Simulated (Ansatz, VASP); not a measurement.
**Two plane-wave programs on LiF**

```xyz
4
Lattice="3.1600 0.0000 0.0000 -1.5800 2.7366 0.0000 0.0000 0.0000 4.7968" Properties=species:S:1:pos:R:3 pbc="T T T"
Li    0.0000    1.8244    1.7301
Li    1.5800    0.9122    4.1285
F     0.0000    1.8244    4.7677
F     1.5800    0.9122    2.3693
```

Alike in both runs: task single point; functional PBE; k mesh 9 × 9 × 6; occupations gaussian, width 0.05 eV; no spin polarisation.

|  | VASP | Ansatz |
| --- | --- | --- |
| version | VASP 6.6.1 | Ansatz 0.2.0 |
| potentials or method | VASP PAW PBE potentials, release 64 (Li_sv, F), cutoff 520 eV | scalar-relativistic, plane waves, PAW |
| valence electrons in the cell | 20 | 20 |

|  | VASP | Ansatz | Ansatz less VASP |
| --- | --- | --- | --- |
| gap on the k mesh at the Fermi level (eV) | 7.65 | 7.67 | +0.012 |
| least direct gap on the mesh (eV) | 7.65 | 7.67 | +0.012 |
| rms of the force components (eV/Å) | 0.332 | 0.317 | -0.0153 |

Atom by atom the forces differ by 0.015 eV/Å (rms over components).

Noted on VASP's run: the cutoff is short for stress, so the pressure is rough.
